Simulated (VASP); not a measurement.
Crystal: Be2ZnSe3.

```
Be Zn Se
1.0
     3.73962    0.00000    0.00000
     0.00000    3.73962    0.00000
     0.00000    0.00000    8.23873
Be Zn Se
2 1 3
Direct
  0.00000 0.50000 0.73150
  0.50000 0.00000 0.26850
  0.00000 0.00000 0.00000
  0.00000 0.50000 0.38350
  0.50000 0.00000 0.61650
  0.50000 0.50000 0.00000
```

```yaml
Program: VASP 6.6.1
Task: relaxation of cell and atoms
Functional: PBE
Potentials_or_basis: VASP PAW PBE potentials, release 64 (Be, Zn, Se)
Cutoff: 600 eV
k_mesh: 6 × 6 × 2
Occupations: gaussian, width 0.1 eV
Spin: no spin polarisation
```

At the start: pressure -8.1 GPa; volume 19.20 Å³/atom.

**Question.** How do energy, volume and symmetry change on relaxing?

**Answer.** Over 40 steps the energy falls by 575.3 meV/atom and the volume is 22.88 Å³/atom (+19.1 %); space group P-4m2 (No. 115, to 0.05 Å).

Step by step:
```tsv
step	energy change (eV)	largest force (eV/Å)	pressure (GPa)	volume (Å³)
1	0.0000	1.1954	-8.08	115.22
2	-0.7262	1.1766	-0.20	99.80
3	-0.7575	1.1469	2.76	96.35
4	-1.0207	1.0711	2.57	96.71
5	-1.3186	0.9038	2.44	97.51
6	-1.3360	0.9230	2.43	97.75
7	-1.6748	1.0020	-0.86	103.27
8	-2.3060	1.1509	-7.00	120.78
9	-2.4567	1.1325	-6.73	121.13
10	-2.8664	0.9582	-5.48	122.10
11	-3.2088	0.7112	-1.31	123.61
12	-3.2155	0.4443	-2.05	123.43
13	-3.2760	0.2999	-1.50	121.86
14	-3.3400	0.4333	0.10	118.33
15	-3.3405	0.4438	0.29	117.96
16	-3.3499	0.3761	0.43	118.15
17	-3.3715	0.1711	0.82	118.72
18	-3.3842	0.2582	1.66	119.84
19	-3.3906	0.2443	1.45	120.54
20	-3.4048	0.2044	0.87	122.64
21	-3.4124	0.1561	-0.17	126.90
22	-3.4129	0.1449	-0.02	126.25
23	-3.4165	0.1517	0.00	126.29
24	-3.4227	0.2086	0.16	126.42
25	-3.4231	0.2258	0.19	126.46
26	-3.4273	0.1955	0.16	126.84
27	-3.4363	0.1005	0.07	127.98
28	-3.4364	0.1319	-0.10	130.28
29	-3.4395	0.1106	-0.04	129.14
30	-3.4408	0.0416	0.22	129.13
31	-3.4410	0.0586	0.34	129.12
32	-3.4419	0.0543	0.31	129.42
33	-3.4441	0.0418	0.23	130.33
34	-3.4473	0.0222	0.08	132.14
35	-3.4488	0.0645	-0.17	135.78
36	-3.4502	0.0553	-0.07	136.39
37	-3.4504	0.0694	0.01	136.67
38	-3.4504	0.0724	0.02	136.73
39	-3.4509	0.0629	0.02	136.86
40	-3.4520	0.0341	0.03	137.27
```

Final structure:
```
Be Zn Se
1.0
     3.47321    0.00000    0.00000
     0.00000    3.47321    0.00000
     0.00000    0.00000   11.37906
Be Zn Se
2 1 3
Direct
  0.00000 0.50000 0.57157
  0.50000 0.00000 0.42843
  0.00000 0.00000 0.00000
  0.00000 0.50000 0.37757
  0.50000 0.00000 0.62243
  0.50000 0.50000 0.00000
```

Caveat: the k points lie up to 0.30 Å⁻¹ apart in the final cell; the volume moved by over 15 % at a fixed basis, so the end points are rough.
